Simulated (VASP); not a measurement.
## In2BiP: single point with PBE

The system is In2BiP.

```xyz
8
Lattice="-3.1711 3.1711 6.2501 3.1711 -3.1711 6.2501 3.1711 3.1711 -6.2501" Properties=species:S:1:pos:R:3 pbc="T T T"
P     0.0000    0.0000    0.0000
P     3.1711    0.0000    3.1251
In    1.8552    1.5855    4.6876
In   -1.5855    1.8552    7.8127
In    1.3158    1.5855   -1.5625
In    1.5855   -1.8552    7.8127
Bi    0.0000    0.0000    6.2501
Bi    0.0000    3.1711    3.1251
```

```yaml
Program: VASP 6.6.1
Task: single point
Functional: PBE
Potentials_or_basis: VASP PAW PBE potentials, release 64 (P, In_d, Bi_d)
Cutoff: 520 eV
k_mesh: 6 × 6 × 6
Occupations: fermi-dirac, width 0.02 eV
Spin: no spin polarisation
```

* Pressure: 1.5 GPa
* Largest force: 0.056 eV/Å
* Band gap on the k mesh: 0.14 eV (least direct gap 0.16 eV)

Forces in eV/Å, atoms in the order of the input:
```
P    0.000  0.000  0.000
P    0.000  0.000  0.000
In   0.056  0.000  0.000
In   0.000  0.056  0.000
In  -0.056  0.000  0.000
In   0.000 -0.056  0.000
Bi   0.000  0.000  0.000
Bi   0.000  0.000  0.000
```

Stress tensor (GPa, compression positive):
```
1.55 0.00 0.00
0.00 1.55 0.00
0.00 0.00 1.45
```

Levels at points of the mesh, in eV from the valence-band top:
```csv
k point,band 42,band 43,band 44,band 45,band 46,band 47,band 48,band 49,band 50,band 51
"(0.00, 0.00, 0.00)",-1.95,-1.95,-0.70,-0.02,-0.02,0.14,1.26,1.60,3.26,3.26
"(0.50, 0.00, 0.00)",-1.94,-1.88,-1.46,-1.22,-0.49,2.26,2.32,2.50,2.73,3.15
"(0.50, 0.50, 0.00)",-1.28,-0.92,-0.92,-0.50,-0.50,0.56,0.56,2.16,2.16,3.92
"(0.50, 0.50, 0.50)",-1.96,-1.37,-1.37,-0.99,-0.99,1.26,1.26,1.75,1.75,2.05
```

Run time: 18 min on 1 thread of Oxide Virtual Turin-like Processor (shared host), peak memory 0.69 GiB.

Caveat: spin-orbit coupling is left out, which moves the levels of the heavy elements. A k mesh can miss the band edges.
